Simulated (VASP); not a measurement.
# AlCo (P4mm) in VASP: further runs

The runs below take AlCo through single point, with PBEsol.

All numbers are computed with VASP 6.6.1; they aren't measurements. Logs are shortened: lines on timing, memory, paths and dates and some standing lists are left out, and cuts for length are marked.

**1. The cell of the first run**

Symmetry: P4mm, No. 99, tetragonal system. The conventional cell has a = 2.823 Å, b = 2.823 Å, c = 2.823 Å, α = 90.00°, β = 90.00°, γ = 90.00°. Al (site symmetry 4mm) has 8 Co at 2.29 to 2.62 Å and 6 Al at 2.82 Å within 3.0 Å. Within 3.0 Å of Co (site symmetry 4mm) lie 8 Al at 2.29 to 2.62 Å and 6 Co at 2.82 Å.

**2. Single point, PBEsol (atoms displaced along a vibrational mode)**

File INCAR:

```
  ALGO = Fast
  EDIFF = 1E-7
  ENCUT = 520
  GGA = PS
  ISIF = 2
  ISMEAR = 0
  LASPH = True
  LCHARG = False
  LREAL = False
  LWAVE = False
  NBANDS = 20
  NELM = 60
  PREC = Accurate
  SIGMA = 0.15
```

File KPOINTS:

```
k-points
0
Gamma
  22 16 16
```

File POSCAR:

```
AlCo
1.0
   -2.8225855360      0.0000000000      0.0000000000
    0.0000000000      2.8225855360      2.8225855360
    0.0000000000      2.8225855360     -2.8225855360
Al Co
2 2
Direct
    0.0000000000     -0.0354285100      0.0354285100
    0.0000000000      0.4645714900      0.5354285100
    0.5000000000      0.5162203275     -0.0162203275
    0.5000000000      0.0162203275      0.4837796725
```

Potentials or basis: VASP PAW PBE potentials, release 64 (Al, Co).

Run with:

```console
$ cat potpaw_PBE.64/Al/POTCAR potpaw_PBE.64/Co/POTCAR > POTCAR
$ mpirun -np 1 vasp_std > vasp.out
```

OUTCAR:

```text
EDIFF = 1E-7
   ENCUT = 520
   GGA = PS
   ISIF = 2
   ISMEAR = 0
   LASPH = True
   LREAL = False
   NELM = 60
   PREC = Accurate

 ion  position               nearest neighbor table
   1  0.000  0.965  0.035-   3 2.29   4 2.29   3 2.29   4 2.29   3 2.62   3 2.62   4 2.62   4 2.62
                             2 2.82   2 2.82   2 2.82   2 2.82
   2  0.000  0.465  0.535-   3 2.29   4 2.29   3 2.29   4 2.29   4 2.62   4 2.62   3 2.62   3 2.62
                             1 2.82   1 2.82   1 2.82   1 2.82
   3  0.500  0.516  0.984-   1 2.29   2 2.29   1 2.29   2 2.29   2 2.62   2 2.62   1 2.62   1 2.62
                             4 2.82   4 2.82   4 2.82   4 2.82
   4  0.500  0.016  0.484-   1 2.29   2 2.29   1 2.29   2 2.29   1 2.62   1 2.62   2 2.62   2 2.62
                             3 2.82   3 2.82   3 2.82   3 2.82

  LATTYP: Found a simple tetragonal cell.
 ALAT       =     3.9917387460
 C/A-ratio  =     0.7071067812

  Lattice vectors:

 A1 = (   0.0000000000,   2.8225855360,   2.8225855360)
 A2 = (   0.0000000000,   2.8225855360,  -2.8225855360)
 A3 = (  -2.8225855360,   0.0000000000,   0.0000000000)

Analysis of symmetry for initial positions (statically):
=====================================================================
 Subroutine PRICEL returns following result:

  LATTYP: Found a simple cubic cell.
 ALAT       =     2.8225855360

  Lattice vectors:

 A1 = (  -2.8225855360,   0.0000000000,   0.0000000000)
 A2 = (   0.0000000000,   0.0000000000,   2.8225855360)
 A3 = (   0.0000000000,   2.8225855360,   0.0000000000)

   2 primitive cells build up your supercell.

 Routine SETGRP: Setting up the symmetry group for a
 simple tetragonal supercell.

 Subroutine GETGRP returns: Found  4 space group operations
 (whereof  4 operations were pure point group operations)
 out of a pool of 16 trial point group operations.

The static configuration has the point symmetry C_2v.

Analysis of symmetry for dynamics (positions and initial velocities):
=====================================================================
 Subroutine PRICEL returns following result:

  LATTYP: Found a simple cubic cell.
 ALAT       =     2.8225855360

  Lattice vectors:

 A1 = (  -2.8225855360,   0.0000000000,   0.0000000000)
 A2 = (   0.0000000000,   0.0000000000,   2.8225855360)
 A3 = (   0.0000000000,   2.8225855360,   0.0000000000)

   2 primitive cells build up your supercell.

 Routine SETGRP: Setting up the symmetry group for a
 simple tetragonal supercell.

 Subroutine GETGRP returns: Found  4 space group operations
 (whereof  4 operations were pure point group operations)
 out of a pool of 16 trial point group operations.

The dynamic configuration has the point symmetry C_2v.

 Subroutine INISYM returns: Found  4 space group operations
 (whereof  4 operations are pure point group operations),
 and found     2 'primitive' translations

----------------------------------------------------------------------------------------

                                     Primitive cell

  volume of cell :      22.4875

  direct lattice vectors                    reciprocal lattice vectors
    -2.822585536  0.000000000  0.000000000    -0.354285100  0.000000000  0.000000000
     0.000000000  0.000000000  2.822585536     0.000000000  0.000000000  0.354285100
     0.000000000  2.822585536  0.000000000     0.000000000  0.354285100  0.000000000

  length of vectors
     2.822585536  2.822585536  2.822585536     0.354285100  0.354285100  0.354285100

  position of ions in fractional coordinates (direct lattice)
     0.000000000  0.929142980  0.000000000
     0.500000000  0.532440655  0.500000000

  ion indices of the primitive-cell ions
   primitive index   ion index
                 1           1
                 2           3

----------------------------------------------------------------------------------------

 KPOINTS: k-points

Automatic generation of k-mesh.
 Grid dimensions read from file:
 generate k-points for:   22   16   16

 Generating k-lattice:

  Cartesian coordinates                     Fractional coordinates (reciprocal lattice)
    -0.016103868  0.000000000  0.000000000     0.045454545  0.000000000  0.000000000
     0.000000000  0.011071409  0.011071409     0.000000000  0.062500000  0.000000000
     0.000000000  0.011071409 -0.011071409     0.000000000  0.000000000  0.062500000

  Length of vectors
     0.016103868  0.015657337  0.015657337

  Shift w.r.t. Gamma in fractional coordinates (k-lattice)
     0.000000000  0.000000000  0.000000000

 Subroutine IBZKPT returns following result:
 ===========================================

 Found    876 irreducible k-points:

 Following reciprocal coordinates:
            Coordinates               Weight
  0.000000  0.000000  0.000000      1.000000
  0.045455  0.000000  0.000000      2.000000
  0.090909  0.000000  0.000000      2.000000
  0.136364  0.000000  0.000000      2.000000
  0.181818  0.000000  0.000000      2.000000
  0.227273  0.000000  0.000000      2.000000
[... 16 lines left out ...]
  0.454545  0.062500  0.000000      8.000000
  0.500000  0.062500  0.000000      4.000000
 [... further k-points ...]
   k-points           NKPTS =    876   k-points in BZ     NKDIM =    876   number of bands    NBANDS=     20
   number of dos      NEDOS =    301   number of ions     NIONS =      4
   total plane-waves  NPLWV =  21600
   dimension x,y,z NGX =    24 NGY =   30 NGZ =   30
   dimension x,y,z NGXF=    48 NGYF=   60 NGZF=   60
   ions per type =               2   2
   NGX,Y,Z   is equivalent  to a cutoff of  14.14, 12.49, 12.49 a.u.
   NGXF,Y,Z  is equivalent  to a cutoff of  28.27, 24.99, 24.99 a.u.
 SYSTEM =  unknown system
   PREC   = accura    normal or accurate (medium, high low for compatibility)
   ISTART =      0    job   : 0-new  1-cont  2-samecut
   ICHARG =      2    charge: 1-file 2-atom 10-const
   ISPIN  =      1    spin polarized calculation?
   LNONCOLLINEAR =      F non collinear calculations
   LSORBIT =      F    spin-orbit coupling
   LASPH  =      T    aspherical Exc in radial PAW
   ENCUT  =  520.0 eV  38.22 Ry    6.18 a.u.   5.25  7.42  7.42*2*pi/ulx,y,z
   NELM   =     60;   NELMIN=  2; NELMDL= -5     # of ELM steps
   EDIFF  = 0.1E-06   stopping-criterion for ELM
   LREAL  =      F    real-space projection
   EDIFFG = 0.1E-05   stopping-criterion for IOM
   NSW    =      0    number of steps for IOM
   IBRION =     -1    ionic relax: 0-MD 1-quasi-New 2-CG
   NFREE  =      0    steps in history (QN), initial steepest desc. (CG)
   ISIF   =      2    stress and relaxation
   ISYM   =      2    0-nonsym 1-usesym 2-fastsym
   POTIM  = 0.5000    time-step for ionic-motion
   TEBEG  =    0.0;   TEEND  =   0.0 temperature during run
   PSTRESS=    0.0 pullay stress
   NELECT =      24.0000    total number of electrons
   NUPDOWN=      -1.0000    fix difference up-down
   EMIN   =  10.00;   EMAX   =-10.00  energy-range for DOS
   EFERMI =   0.00;   METHOD = LEGACY
   ISMEAR =     0;   SIGMA  =   0.15  broadening in eV -4-tet -1-fermi 0-gaus
   EFERMI_NEDOS =   21; number of points for ismear=-14 and -15
   IALGO  =     68    algorithm
   IMIX   =      4    mixing-type and parameters
     AMIX     =   0.40;   BMIX     =  1.00
     AMIX_MAG =   1.60;   BMIX_MAG =  1.00
  volume/ion in A,a.u.               =      11.24        75.88
  Fermi-wavevector in a.u.,A,eV,Ry     =   1.327868  2.509306 23.990236  1.763233
  Thomas-Fermi vector in A             =   2.457148
   LORBIT       =      0    0 simple, 1 ext, 2 COOP (PROOUT), +10 PAW based schemes
   GGA     = PS    functional components
   LHFCALC =     F    Hartree Fock is set to
   AEXX    =    0.0000 exact exchange contribution
   IVDW    =     0    specifies the selected vdW correction
   LEPSILON=     F    determine dielectric tensor
   LRPA    =     F    only Hartree local field effects (RPA)
 non-spin polarized calculation
 RMM-DIIS sequential band-by-band and
 Gauss-broadening in eV      SIGMA  =   0.15
  energy-cutoff  :      520.00
  volume of cell :       44.98
 maximum number of plane-waves:      1248
 NGX is ok and might be reduce to    24
   NGX = 11   NGY = 15   NGZ = 15

 number of electron      23.9999978 magnetization

 Free energy of the ion-electron system (eV)
  ---------------------------------------------------
  ext. energy  EPLUGINS =         0.00000000
  ---------------------------------------------------
  free energy    TOTEN  =       -25.50150138 eV

  energy without entropy =      -25.48390007  energy(sigma->0) =      -25.49270072

 E-fermi :  10.7868     XC(G=0): -12.5038

 val. band max:       10.7851475066   @ k =   0.5000  -0.2500   0.3750
 cond. band min:      10.7869298146   @ k =   0.1818  -0.0625   0.0625
 fundamental gap:      0.0017823080
 Fermi energy:        10.7867771259

 k-point     1 :       0.0000    0.0000    0.0000
  band No.  band energies     occupation
      1      -0.4107      2.00000
      2       5.4981      2.00000
      3       7.2556      2.00000
      4       7.5733      2.00000
      5       7.6942      2.00000
      6       8.1021      2.00000
[... 12 lines left out ...]
     19      19.8350      0.00000
     20      19.9330      0.00000

 k-point     2 :       0.0455    0.0000    0.0000
  band No.  band energies     occupation
      1      -0.3706      2.00000
      2       5.5201      2.00000
      3       7.2853      2.00000
      4       7.5741      2.00000
      5       7.7028      2.00000
      6       8.0195      2.00000
[... 12 lines left out ...]
     19      19.9055      0.00000
     20      20.2269      0.00000
[... 465 lines left out ...]
      3       6.6666      2.00000
      4       6.7849      2.00000
      5       6.8387      2.00000
      6       8.2462      2.00000
[... 12 lines left out ...]
     19      17.4283      0.00000
     20      19.2824      0.00000

 k-point    24 :       0.5000    0.0625    0.0000
  band No.  band energies     occupation
      1       3.9889      2.00000
      2       4.1222      2.00000
      3       6.6725      2.00000
      4       6.8023      2.00000
      5       6.8181      2.00000
      6       8.2598      2.00000
[... 12 lines left out ...]
     19      17.2513      0.00000
     20      19.3086      0.00000

 [... further k-points ...]

------------------------ aborting loop because EDIFF is reached ----------------------------------------

  FORCE on cell =-STRESS in cart. coord.  units (eV):
  Direction    XX          YY          ZZ          XY          YZ          ZX
  --------------------------------------------------------------------------------------
  -------------------------------------------------------------------------------------
  Total        2.4711753      2.4714232      0.8438804      0.0000000      0.0000000      0.0000000
  in kB       88.0324534     88.0412862     30.0621596      0.0000000      0.0000000      0.0000000
  external PRESSURE =      68.7119664 kB  Pullay stress =       0.0000000 kB

 VOLUME and BASIS-vectors are now :
 -----------------------------------------------------------------------------
  energy-cutoff  :      520.00
  volume of cell :       44.98
      direct lattice vectors                 reciprocal lattice vectors
    -2.822585536  0.000000000  0.000000000    -0.354285100  0.000000000  0.000000000
     0.000000000  2.822585536  2.822585536     0.000000000  0.177142550  0.177142550
     0.000000000  2.822585536 -2.822585536     0.000000000  0.177142550 -0.177142550

 POSITION                                       TOTAL-FORCE (eV/Angst)
 -----------------------------------------------------------------------------------
      0.00000      2.82259      2.62259         0.000000      0.000000      2.286770
      0.00000      2.82259     -0.20000         0.000000      0.000000      2.286770
     -1.41129      4.23388     -1.31973        -0.000000      0.000000     -2.286770
     -1.41129      1.41129     -1.31973        -0.000000      0.000000     -2.286770
 -----------------------------------------------------------------------------------
    total drift:                               -0.000000     -0.000001      0.000309

  FREE ENERGIE OF THE ION-ELECTRON SYSTEM (eV)
  ---------------------------------------------------
  free  energy   TOTEN  =       -25.5015013761 eV

  energy  without entropy=      -25.4839000678  energy(sigma->0) =      -25.49270072
```

It took 9 min on 1 thread of Oxide Virtual Turin-like, shared host; peak memory 0.7 GiB.

What came out:

| Quantity | Value |
| --- | --- |
| Free energy | -25.5015 eV |
| Pressure | 6.9 GPa |
| Largest force | 2.287 eV/Å |
| Band gap on the k mesh | zero (bands 12 and 13 overlap by 1.06 eV) |

Forces on the atoms (eV/Å):
```
Al   0.000  0.000  2.287
Al   0.000  0.000  2.287
Co   0.000  0.000 -2.287
Co   0.000  0.000 -2.287
```

Caveat: the cell differs from its parent crystal (atoms displaced along a vibrational mode); the stress differs along the axes, from 3 to 9 GPa; the PAW data sets were made with another functional, which shifts forces and pressure a little; the run has no spin polarisation, though such a crystal can be magnetic.

**3. Single point, PBEsol (atoms displaced along a vibrational mode)**

File INCAR:

```
SYSTEM = AlCo
PREC = Accurate
ENCUT = 520
EDIFF = 1E-6
ISMEAR = 0
SIGMA = 0.15
LREAL = .False.
LASPH = .True.
NELM = 100
ALGO = Fast
ISIF = 2
LWAVE = .False.
LCHARG = .False.
GGA = PS
NBANDS = 20
```

File KPOINTS:

```
Automatic mesh
0
Gamma
  22 16 16
  0 0 0
```

File POSCAR:

```
AlCo
1.0
   -2.8225855360      0.0000000000      0.0000000000
    0.0000000000      2.8225855360      2.8225855360
    0.0000000000      2.8225855360     -2.8225855360
Al Co
2 2
Direct
    0.0000000000      0.0221428188     -0.0221428188
    0.0000000000      0.5221428188      0.4778571812
    0.5000000000      0.4898622953      0.0101377047
    0.5000000000     -0.0101377047      0.5101377047
```

Potentials or basis: VASP PAW PBE potentials, release 64 (Al, Co).

Run with:

```console
$ cat potpaw_PBE.64/Al/POTCAR potpaw_PBE.64/Co/POTCAR > POTCAR
$ mpirun -np 1 vasp_std > vasp.out
```

It took 15 min on 1 thread of Oxide Virtual Turin-like, shared host; peak memory 0.7 GiB.

It converged, with:

```yaml
Free_energy: -25.9093 eV
Pressure: 2.7 GPa
Largest_force: 1.439 eV/Å
Band_gap_on_the_k_mesh: zero (bands 12 and 13 overlap by 1.05 eV)
```

Forces on the atoms (eV/Å):
```
Al   0.000  0.000 -1.439
Al   0.000  0.000 -1.439
Co   0.000  0.000  1.439
Co   0.000  0.000  1.439
```

Stress tensor (GPa, compression positive):
```
3.46 0.00 0.00
0.00 3.46 0.00
0.00 0.00 1.26
```

Levels at points of the mesh, in eV from the Fermi level:
```csv
k point,band 8,band 9,band 10,band 11,band 12,band 13,band 14,band 15,band 16,band 17
"(0.00, 0.00, 0.00)",-1.59,-1.53,-0.88,-0.84,-0.84,-0.25,2.52,3.66,6.14,6.15
"(0.50, 0.00, 0.00)",-1.74,-0.73,-0.23,-0.21,0.17,2.31,2.31,2.46,4.12,5.62
"(0.00, 0.50, 0.00)",-1.83,-1.33,-1.33,-1.20,-1.20,1.76,1.76,3.59,3.59,9.12
"(0.50, 0.50, 0.00)",-1.84,-1.56,-1.56,-0.67,-0.67,0.25,0.25,6.04,6.04,6.20
"(0.00, 0.50, 0.50)",-1.74,-1.74,-1.74,-0.76,-0.73,0.17,0.22,8.54,8.58,10.68
"(0.50, 0.50, 0.50)",-2.52,-1.59,-1.53,-1.45,-1.45,-0.27,-0.25,2.47,2.52,3.65
```

Caveat: the cell differs from its parent crystal (atoms displaced along a vibrational mode); the PAW data sets were made with another functional, which shifts forces and pressure a little; the run has no spin polarisation, though such a crystal can be magnetic.
